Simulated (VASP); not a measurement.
Set up this calculation in VASP 6.6.1, as the native input.

- Task: single point
- Functional: PBE
- Potentials or basis: VASP PAW PBE potentials, release 64 (Cd, Se, S)
- Cutoff: 520 eV
- k mesh: 4 × 4 × 4
- Occupations: gaussian, width 0.15 eV
- Spin: no spin polarisation
- Dipole correction: no
- Further INCAR settings: ALGO = Normal; EDIFF = 1e-06; NBANDS = 36

The structure of Cd3SeS2 lies in POSCAR:

```
Cd3SeS2
1.0
   -2.1323743097      6.3879774292      3.0012131936
    2.1323743097     -6.3879774292      3.0012131936
    2.1323743097      6.3879774292     -3.0012131936
Cd Se S
3 1 2
Direct
    0.0858050451      0.2577103874      0.8280946577
    0.4296157297      0.2577103874      0.1719053423
    0.7346036721      0.2346036721      0.5000000000
    0.0021968495      0.0021968495      0.0000000000
    0.6667332692     -0.0011106482      0.6678439174
    0.3310454344     -0.0011106482      0.3321560826
```

The input as run:

INCAR

```
SYSTEM = Cd3SeS2
PREC = Accurate ; ENCUT = 520
EDIFF = 1E-6 ; ISMEAR = 0
SIGMA = 0.15 ; LREAL = .False.
LASPH = .True. ; NELM = 80
ALGO = Normal ; ISIF = 2
LWAVE = .False. ; LCHARG = .True.
GGA = PE ; LELF = .True.
LVHAR = .True. ; NBANDS = 36
```

KPOINTS

```
Automatic mesh
0
Gamma
  4 4 4
  0 0 0
```

Potentials or basis: VASP PAW PBE potentials, release 64 (Cd, Se, S).

Launch:

```bash
$ cat potpaw_PBE.64/Cd/POTCAR potpaw_PBE.64/Se/POTCAR potpaw_PBE.64/S/POTCAR > POTCAR
$ mpirun -np 1 vasp_std > vasp.out
```

Results of the run:

- Pressure: 0.2 GPa
- Largest force: 0.023 eV/Å
- Band gap on the k mesh: 0.78 eV, direct

Caveat: the k points lie up to 0.45 Å⁻¹ apart.

Run time: 2.8 min on 1 thread of Intel(R) Xeon(R) Platinum 8259CL CPU @ 2.50GHz (Skylake/Cascade Lake), on a shared host, peak memory 0.45 GiB.
